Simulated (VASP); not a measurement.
# Ru (P2_1/m) in VASP: a series of runs, part 2 of 2

VASP 6.6.1.

### 3 Single point, PBEsol (atoms displaced along several vibrational modes)

The input, INCAR:

```
PREC = Accurate ; ENCUT = 520
EDIFF = 1E-6 ; ISMEAR = 0
SIGMA = 0.15 ; LREAL = False
LASPH = True ; NELM = 60
ALGO = Fast ; ISIF = 2
LWAVE = False ; LCHARG = False
GGA = PS ; NBANDS = 21
```

The input, KPOINTS:

```
regular mesh
0
Gamma
  18 18 10
```

The input, POSCAR:

```
Ru
1.0
    2.6896847532      0.0000000000      0.0000000000
   -1.3448423766      2.3293353245      0.0000000000
    0.0000000000      0.0000000000      4.2523798378
Ru
2
Direct
    0.3086695721      0.6867153044      0.2500000000
    0.6913304279      0.3132846956      0.7500000000
```

Potentials or basis: VASP PAW PBE potentials, release 64 (Ru_pv).

Run with:

```bash
> cat potpaw_PBE.64/Ru_pv/POTCAR > POTCAR
> mpirun -np 1 vasp_std > vasp.out
```

OUTCAR:

```text
PREC = Accurate
   ENCUT = 520
   EDIFF = 1E-6
   ISMEAR = 0
   LREAL = False
   LASPH = True
   NELM = 60
   ISIF = 2
   GGA = PS

 ion  position               nearest neighbor table
   1  0.309  0.687  0.250-   2 2.57   2 2.57   2 2.59   2 2.59   2 2.76   2 2.76
   2  0.691  0.313  0.750-   1 2.57   1 2.57   1 2.59   1 2.59   1 2.76   1 2.76

  LATTYP: Found a hexagonal cell.
 ALAT       =     2.6896847532
 C/A-ratio  =     1.5809956289

  Lattice vectors:

 A1 = (   2.6896847532,   0.0000000000,   0.0000000000)
 A2 = (  -1.3448423766,   2.3293353245,   0.0000000000)
 A3 = (   0.0000000000,   0.0000000000,   4.2523798378)

Analysis of symmetry for initial positions (statically):
=====================================================================
 Subroutine PRICEL returns:
 Original cell was already a primitive cell.

 Routine SETGRP: Setting up the symmetry group for a
 hexagonal supercell.

 Subroutine GETGRP returns: Found  4 space group operations
 (whereof  2 operations were pure point group operations)
 out of a pool of 24 trial point group operations.

The static configuration has the point symmetry S_2 .
 The point group associated with its full space group is C_2h.

Analysis of symmetry for dynamics (positions and initial velocities):
=====================================================================
 Subroutine PRICEL returns:
 Original cell was already a primitive cell.

 Routine SETGRP: Setting up the symmetry group for a
 hexagonal supercell.

 Subroutine GETGRP returns: Found  4 space group operations
 (whereof  2 operations were pure point group operations)
 out of a pool of 24 trial point group operations.

The dynamic configuration has the point symmetry S_2 .
 The point group associated with its full space group is C_2h.

 Subroutine INISYM returns: Found  4 space group operations
 (whereof  2 operations are pure point group operations),
 and found     1 'primitive' translations

[... 110 lines left out ...]
   EFERMI_NEDOS =   21; number of points for ismear=-14 and -15
   IALGO  =     68    algorithm
   IMIX   =      4    mixing-type and parameters
     AMIX     =   0.40;   BMIX     =  1.00
     AMIX_MAG =   1.60;   BMIX_MAG =  1.00
  volume/ion in A,a.u.               =      13.32        89.89
  Fermi-wavevector in a.u.,A,eV,Ry     =   1.664456  3.145366 37.693775  2.770414
  Thomas-Fermi vector in A             =   2.750997
   LORBIT       =      0    0 simple, 1 ext, 2 COOP (PROOUT), +10 PAW based schemes
   GGA     = PS    functional components
   LHFCALC =     F    Hartree Fock is set to
   AEXX    =    0.0000 exact exchange contribution
   IVDW    =     0    specifies the selected vdW correction
   LEPSILON=     F    determine dielectric tensor
   LRPA    =     F    only Hartree local field effects (RPA)
 non-spin polarized calculation
 RMM-DIIS sequential band-by-band and
 Gauss-broadening in eV      SIGMA  =   0.15
  energy-cutoff  :      520.00
  volume of cell :       26.64
 maximum number of plane-waves:       738
   NGX =  9   NGY =  9   NGZ = 15

 number of electron      27.9999999 magnetization

 Free energy of the ion-electron system (eV)
  ---------------------------------------------------
  ext. energy  EPLUGINS =         0.00000000
  ---------------------------------------------------
  free energy    TOTEN  =       -20.18223991 eV

  energy without entropy =      -20.16251949  energy(sigma->0) =      -20.17237970

 E-fermi :  13.0968     XC(G=0): -14.3945

 val. band max:       13.0955247322   @ k =   0.0556  -0.0000   0.0000
 cond. band min:      13.0973960241   @ k =   0.5000   0.2778   0.1000
 fundamental gap:      0.0018712919
 Fermi energy:        13.0967651131

 k-point     1 :       0.0000    0.0000    0.0000
  band No.  band energies     occupation
      1     -30.6421      2.00000
      2     -29.6803      2.00000
      3     -29.5363      2.00000
      4     -29.4621      2.00000
      5     -29.4059      2.00000
      6     -29.3694      2.00000
[... 565 lines left out ...]
     20      25.2969      0.00000
     21      26.7563      0.00000

 [... further k-points ...]

------------------------ aborting loop because EDIFF is reached ----------------------------------------

  FORCE on cell =-STRESS in cart. coord.  units (eV):
  Direction    XX          YY          ZZ          XY          YZ          ZX
  --------------------------------------------------------------------------------------
  -------------------------------------------------------------------------------------
  Total       -0.2099441      0.4297251      0.8163345      0.6179029      0.0000000      0.0000000
  in kB      -12.6255036     25.8425813     49.0922903     37.1591163      0.0000000      0.0000000
  external PRESSURE =      20.7697893 kB  Pullay stress =       0.0000000 kB

 VOLUME and BASIS-vectors are now :
 -----------------------------------------------------------------------------
  energy-cutoff  :      520.00
  volume of cell :       26.64
      direct lattice vectors                 reciprocal lattice vectors
     2.689684753  0.000000000  0.000000000     0.371790783  0.214653509  0.000000000
    -1.344842377  2.329335325  0.000000000     0.000000000  0.429307017  0.000000000
     0.000000000  0.000000000  4.252379838     0.000000000  0.000000000  0.235162436

 POSITION                                       TOTAL-FORCE (eV/Angst)
 -----------------------------------------------------------------------------------
     -0.09330      1.59959      1.06309         1.438284     -0.737947      0.000000
      1.43814      0.72975      3.18928        -1.438284      0.737947      0.000000
 -----------------------------------------------------------------------------------
    total drift:                               -0.000000      0.000000     -0.000000

  FREE ENERGIE OF THE ION-ELECTRON SYSTEM (eV)
  ---------------------------------------------------
  free  energy   TOTEN  =       -20.1822399092 eV

  energy  without entropy=      -20.1625194914  energy(sigma->0) =      -20.17237970
```

stdout:

```text
POSCAR found type information on POSCAR Ru
 POSCAR found :  1 types and       2 ions
 scaLAPACK will be used
 -----------------------------------------------------------------------------
|                                                                             |
|                                                                             |
|     You enforced a specific xc type in the INCAR file but a different       |
|     I HOPE YOU KNOW WHAT YOU ARE DOING!                                     |
|                                                                             |
 -----------------------------------------------------------------------------

 LDA part: xc-table for (Slater+PW92), standard interpolation
 POSCAR, INCAR and KPOINTS ok, starting setup
 FFT: planning ... GRIDC
 FFT: planning ... GRID_SOFT
 FFT: planning ... GRID
 WAVECAR not read
 entering main loop
WARNING in EDDRMM: call to ZHEGV failed, returncode =   8  4     20
WARNING in EDDRMM: call to ZHEGV failed, returncode =   8  4     19
WARNING in EDDRMM: call to ZHEGV failed, returncode =   6  3     20
WARNING in EDDRMM: call to ZHEGV failed, returncode =   6  3     20
```

It took 15 min on 1 thread of Intel Xeon 8259CL, shared host; peak memory 0.47 GiB.

Results:

```yaml
Free_energy: -20.1822 eV
Pressure: 2.1 GPa
Largest_force: 1.617 eV/Å
Band_gap_on_the_k_mesh: zero (bands 14 and 15 overlap by 3.19 eV)
```

Forces in eV/Å, atoms in the order of the input:
```
Ru   1.438 -0.738  0.000
Ru  -1.438  0.738  0.000
```

Stress tensor (GPa, compression positive):
```
-1.26  3.72  0.00
 3.72  2.58  0.00
 0.00  0.00  4.91
```

Caveat: the cell differs from its parent crystal (atoms displaced along several vibrational modes); the stress differs along the axes, from -1 to 5 GPa; the PAW data sets were made with another functional, which shifts forces and pressure a little.

### 4 Single point, PBEsol (atoms displaced along several vibrational modes)

The input, INCAR:

```
PREC = Accurate
ENCUT = 520
EDIFF = 1E-7
ISMEAR = 0
SIGMA = 0.15
LREAL = F
LASPH = T
NELM = 60
ALGO = Fast
ISIF = 2
LWAVE = F
LCHARG = T
GGA = PS
LELF = T
LVHAR = T
NBANDS = 21
```

The input, KPOINTS:

```
Automatic mesh
0
Gamma
  18 18 10
```

The input, POSCAR:

```
Ru
1.0
    2.6896847532      0.0000000000      0.0000000000
   -1.3448423766      2.3293353245      0.0000000000
    0.0000000000      0.0000000000      4.2523798378
Ru
2
Direct
    0.2886209344      0.6466180290      0.2500000000
    0.7113790656      0.3533819710      0.7500000000
```

Run with:

```bash
> cat potpaw_PBE.64/Ru_pv/POTCAR > POTCAR
> mpirun -np 1 vasp_std > vasp.out
```

It took 17 min on 1 thread of Intel Xeon 8259CL, shared host; peak memory 0.46 GiB.

It converged, with:

```
Free energy            : -20.1949 eV
Pressure               : 2.3 GPa
Largest force          : 1.428 eV/Å
Band gap on the k mesh : zero (bands 14 and 15 overlap by 3.04 eV)
```

Forces in eV/Å, atoms in the order of the input:
```
Ru   1.285  0.623  0.000
Ru  -1.285 -0.623  0.000
```

Stress tensor (GPa, compression positive):
```
 2.54  3.25  0.00
 3.25 -0.61  0.00
 0.00  0.00  4.94
```

Levels at points of the mesh, in eV from the Fermi level:
```
           k point  band 12  band 13  band 14  band 15  band 16  band 17
(0.00, 0.00, 0.00)    -2.22    -1.97    -1.58    -0.77     0.43     1.24
(0.50, 0.00, 0.00)    -2.43    -1.64     1.30     1.84     2.05     4.79
(0.00, 0.50, 0.00)    -1.75    -1.65     1.57     1.72     1.77     3.84
(0.50, 0.50, 0.00)    -1.65    -1.59     1.59     1.75     1.78     3.77
(0.00, 0.00, 0.50)    -2.95    -2.63    -2.63     0.28     0.28     0.73
(0.50, 0.00, 0.50)    -1.05     1.22     1.22     1.68     1.68     2.70
(0.00, 0.50, 0.50)    -1.09     0.24     0.24     1.73     1.73     3.78
(0.50, 0.50, 0.50)    -1.12     0.16     0.16     1.74     1.74     3.86
```

Caveat: the cell differs from its parent crystal (atoms displaced along several vibrational modes); the stress differs along the axes, from -1 to 5 GPa; the PAW data sets were made with another functional, which shifts forces and pressure a little.

### 5 Single point, PBEsol (atoms displaced along several vibrational modes)

The input, INCAR:

```
PREC = Accurate ; ENCUT = 520
EDIFF = 1E-6 ; ISMEAR = 0
SIGMA = 0.15 ; LREAL = False
LASPH = True ; NELM = 80
ALGO = Fast ; ISIF = 2
LWAVE = False ; LCHARG = False
GGA = PS ; NBANDS = 21
```

KPOINTS is that of step 4.

The input, POSCAR:

```
Ru
1.0
    2.6896847532      0.0000000000      0.0000000000
   -1.3448423766      2.3293353245      0.0000000000
    0.0000000000      0.0000000000      4.2523798378
Ru
2
Direct
    0.3013097961      0.7067210114      0.2500000000
    0.6986902039      0.2932789886      0.7500000000
```

Run with:

```bash
> cat potpaw_PBE.64/Ru_pv/POTCAR > POTCAR
> mpirun -np 1 vasp_std > vasp.out
```

Wall time 18 min (1 thread of Intel Xeon 8259CL, shared host); peak memory 0.46 GiB.

It converged, with:

| Item | Value |
| --- | --- |
| Free energy | -19.9157 eV |
| Pressure | 5.1 GPa |
| Largest force | 2.484 eV/Å |
| Band gap on the k mesh | zero (bands 14 and 15 overlap by 3.11 eV) |

Forces on the atoms (eV/Å):
```
Ru   2.089 -1.343  0.000
Ru  -2.089  1.343  0.000
```

Stress tensor (GPa, compression positive):
```
-2.50  6.02  0.00
 6.02  5.19  0.00
 0.00  0.00 12.62
```

Levels at points of the mesh, in eV from the Fermi level:
```csv
k point,band 12,band 13,band 14,band 15,band 16,band 17
"(0.00, 0.00, 0.00)",-2.30,-1.73,-1.65,-0.24,-0.11,1.18
"(0.50, 0.00, 0.00)",-2.33,-2.11,1.04,1.38,1.88,4.52
"(0.00, 0.50, 0.00)",-2.43,-2.05,1.12,1.35,1.92,4.63
"(0.50, 0.50, 0.00)",-1.03,-0.71,1.50,1.79,2.27,3.04
"(0.00, 0.00, 0.50)",-2.84,-2.65,-2.65,0.00,0.00,0.51
"(0.50, 0.00, 0.50)",-0.76,1.07,1.07,1.65,1.65,2.92
"(0.00, 0.50, 0.50)",-0.78,1.18,1.18,1.65,1.65,2.79
"(0.50, 0.50, 0.50)",-1.29,-0.77,-0.77,1.70,1.70,4.61
```

Caveat: the cell differs from its parent crystal (atoms displaced along several vibrational modes); the stress differs along the axes, from -2 to 13 GPa; the PAW data sets were made with another functional, which shifts forces and pressure a little.

### 6 The runs side by side

| cell | further INCAR settings | gap on the mesh (eV) | pressure (GPa) | largest force (eV/Å) |
| --- | --- | --- | --- | --- |
| as given, atomic positions A | ALGO = Fast; EDIFF = 1e-06; NBANDS = 21 | none | 6.1 | 2.13 |
| as given, atomic positions B | ALGO = Fast; EDIFF = 1e-06; NBANDS = 21 | none | 2.1 | 1.62 |
| as given, atomic positions C | ALGO = Fast; EDIFF = 1e-07; NBANDS = 21 | none | 2.3 | 1.43 |
| as given, atomic positions D | ALGO = Fast; EDIFF = 1e-06; NBANDS = 21 | none | 5.1 | 2.48 |

Alike in all rows: task single point; level PBEsol; potentials or basis VASP PAW PBE potentials, release 64 (Ru_pv); no spin polarisation; k mesh 18 × 18 × 10; cutoff (eV) 520; smearing gaussian 0.15 eV.

Caveats: the PAW data sets were made with another functional, which shifts forces and pressure a little; the stress differs along the axes, from -1 to 5 GPa (at least some runs); the stress differs along the axes, from -1 to 13 GPa (at least some runs); the stress differs along the axes, from -2 to 13 GPa (at least some runs).

Absolute energies hang on the potentials; compare differences alone.
